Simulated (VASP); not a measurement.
Wanted: the native input for a VASP 6.6.1 run.

```yaml
Task: single point
Functional: PBEsol
Potentials_or_basis: VASP PAW PBE potentials, release 64 (Al, Ru_pv)
Cutoff: 520 eV
k_mesh: 10 × 10 × 10
Occupations: gaussian, width 0.03 eV
Spin: no spin polarisation
Dipole_correction: no
Further_INCAR_settings: ALGO = Normal; EDIFF = 1e-06; NBANDS = 29
```

The structure of Al2Ru lies in POSCAR:

```
Al2Ru
1.0
    0.0000000000      3.9876480406      4.3193031585
    2.3505690924      0.0000000000      4.3193031585
    2.3505690924      3.9876480406      0.0000000000
Al Ru
4 2
Direct
    0.0789481736      0.4210518264      0.0789481736
    0.4210518264      0.0789481736      0.4210518264
    0.1710518264      0.8289481736      0.1710518264
    0.8289481736      0.1710518264      0.8289481736
    0.7500000000      0.7500000000      0.7500000000
    0.5000000000      0.5000000000      0.5000000000
```

This cell differs from its parent crystal: strain +0.000 along x and y, -0.015 along z.

The input as run:

INCAR

```
SYSTEM = Al2Ru
PREC = Accurate
ENCUT = 520
EDIFF = 1E-6
ISMEAR = 0
SIGMA = 0.03
LREAL = .FALSE.
LASPH = .TRUE.
NELM = 60
ALGO = Normal
ISIF = 2
LWAVE = .FALSE.
LCHARG = .FALSE.
GGA = PS
NBANDS = 29
```

KPOINTS

```
regular mesh
0
G
  10 10 10
  0 0 0
```

Potentials or basis: VASP PAW PBE potentials, release 64 (Al, Ru_pv).

The run is started by

```bash
$ cat potpaw_PBE.64/Al/POTCAR potpaw_PBE.64/Ru_pv/POTCAR > POTCAR
$ mpirun -np 1 vasp_std > vasp.out
```

Results of the run:

```
Pressure      : 3.2 GPa
Largest force : 0.025 eV/Å
```

Caveat: the cell differs from its parent crystal (strain +0.000 along x and y, -0.015 along z); the cell stands under pressure; the PAW data sets were made with another functional, which shifts forces and pressure a little.

Run time: 3.6 min on 1 thread of Intel(R) Xeon(R) 6975P-C (Granite Rapids), with other jobs on the host, peak memory 0.47 GiB.
